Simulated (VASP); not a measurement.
Set up this calculation in VASP 6.6.1, as the native input.

| Item | Value |
| --- | --- |
| Task | single point |
| Functional | PBE0 |
| Potentials or basis | VASP PAW PBE potentials, release 64 (C) |
| Cutoff | 520 eV |
| k mesh | 6 × 6 × 4 |
| Occupations | fermi-dirac, width 0.05 eV |
| Spin | no spin polarisation |
| Dipole correction | no |
| Grid for exact exchange (PRECFOCK) | Normal |
| Further INCAR settings | ALGO = Normal; EDIFF = 1e-06; NBANDS = 11 |
| Share of exact exchange | 0.25 |

Crystal: C.

```
C
1.0
     2.16904   -1.25237    0.00000
     2.16904    1.25237    0.00000
    -1.40612    0.00000    3.57153
C
2
Direct
  0.16664 0.16664 0.99991
  0.83336 0.83336 0.00009
```

These files were run (other wordings do the same):

POSCAR

```
C
1.0
    2.1690430626     -1.2523725254      0.0000000000
    2.1690430626      1.2523725254      0.0000000000
   -1.4061170787      0.0000000000      3.5715304629
C
2
Direct
    0.1666444700      0.1666444700      0.9999069600
    0.8333555300      0.8333555300      0.0000930400
```

INCAR.step1

```
SYSTEM = C
ALGO = Normal ; EDIFF = 1E-5
ENCUT = 520 ; GGA = PE
ISIF = 2 ; ISMEAR = -1
LASPH = .TRUE. ; LREAL = .FALSE.
LWAVE = .TRUE. ; NBANDS = 11
NELM = 60 ; PREC = Accurate
SIGMA = 0.05
```

INCAR.step2

```
SYSTEM = C
AEXX = 0.25 ; ALGO = Normal
EDIFF = 1E-6 ; ENCUT = 520
GGA = PE ; ISIF = 2
ISMEAR = -1 ; ISTART = 1
LASPH = .TRUE. ; LCHARG = .TRUE.
LELF = .TRUE. ; LHFCALC = .TRUE.
LREAL = .FALSE. ; LVHAR = .TRUE.
LWAVE = .FALSE. ; NBANDS = 11
NELM = 60 ; PREC = Accurate
PRECFOCK = Normal ; SIGMA = 0.05
```

KPOINTS

```
k-points
0
G
  6 6 4
  0 0 0
```

Potentials or basis: VASP PAW PBE potentials, release 64 (C).

Launch:

```bash
$ cat potpaw_PBE.64/C/POTCAR > POTCAR
$ cp INCAR.step1 INCAR
$ mpirun -np 1 vasp_std > vasp.out
$ cp INCAR.step2 INCAR
$ mpirun -np 1 vasp_std > vasp.out
```

It gave:

- Pressure: -16.0 GPa
- Largest force: 0.052 eV/Å

Caveat: the k points lie up to 0.49 Å⁻¹ apart; this functional lacks dispersion, which binds the layers, so the pressure and a relaxed spacing across them are unreliable; the PAW data sets were made with another functional, which shifts forces and pressure a little.

Run time: 13 min on 1 thread of Intel Xeon 8259CL, on a shared host, peak memory 0.14 GiB.
